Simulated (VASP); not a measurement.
A run of VASP 6.6.1:

File INCAR:

```
SYSTEM = Sc
ALGO = Fast ; EDIFF = 1E-6
EDIFFG = -0.01 ; ENCUT = 600
GGA = PS ; IBRION = 2
ISIF = 3 ; ISMEAR = -1
LASPH = .TRUE. ; LCHARG = .FALSE.
LREAL = .FALSE. ; LWAVE = .FALSE.
NELM = 60 ; NSW = 60
PREC = Accurate ; PSTRESS = 200.0
SIGMA = 0.05
```

The input KPOINTS:

```
k-points
0
G
  9 9 5
  0 0 0
```

POSCAR

```
Sc
1.0
    3.3090000000      0.0000000000      0.0000000000
   -1.6545000000      2.8656780611      0.0000000000
    0.0000000000      0.0000000000      5.2733000000
Sc
2
Direct
    0.6666666667      0.3333333333      0.7500000000
    0.3333333333      0.6666666667      0.2500000000
```

Potentials or basis: VASP PAW PBE potentials, release 64 (Sc_sv).

The run is started by

```sh
$ cat potpaw_PBE.64/Sc_sv/POTCAR > POTCAR
$ mpirun -np 1 vasp_std > vasp.out
```

Hardware: 1 thread of AMD EPYC 7R13 Processor (Zen 3) (shared host).

Problem. Estimate the wall time of this run.

Solution. It took 3 min on 1 thread of AMD EPYC 7R13 Processor (Zen 3), with other jobs on the host, peak memory 0.17 GiB. Counts: scf iterations 98, k points 36, ion steps 11.
